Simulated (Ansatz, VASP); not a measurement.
## BP: VASP beside Ansatz

```
CELL_PARAMETERS angstrom
2.97057 0.00000 0.00000
-1.48529 2.57259 0.00000
0.00000 0.00000 2.91116
ATOMIC_POSITIONS crystal
B 0.00000 0.00000 0.00000
P 0.33333 0.66667 0.50000
```

Alike in both runs: task relaxation of cell and atoms; functional PBE; k mesh 13 × 13 × 11; occupations fermi-dirac, width 0.08 eV; no spin polarisation.

```csv
,VASP,Ansatz
version,VASP 6.6.1,Ansatz 0.2.0
potentials or method,"VASP PAW PBE potentials, release 64 (B, P)","PAW with Ansatz's default frozen-core files, scalar-relativistic"
plane-wave cutoff (eV),600,420
valence electrons in the cell,8,8
```

|  | VASP | Ansatz | Ansatz less VASP |
| --- | --- | --- | --- |
| relaxed volume (Å³/atom) | 10.42 | 10.44 | +0.017 |
| relaxed cell length with the largest relative difference (Å) | 3.008 | 3.010 | +0.0018 |
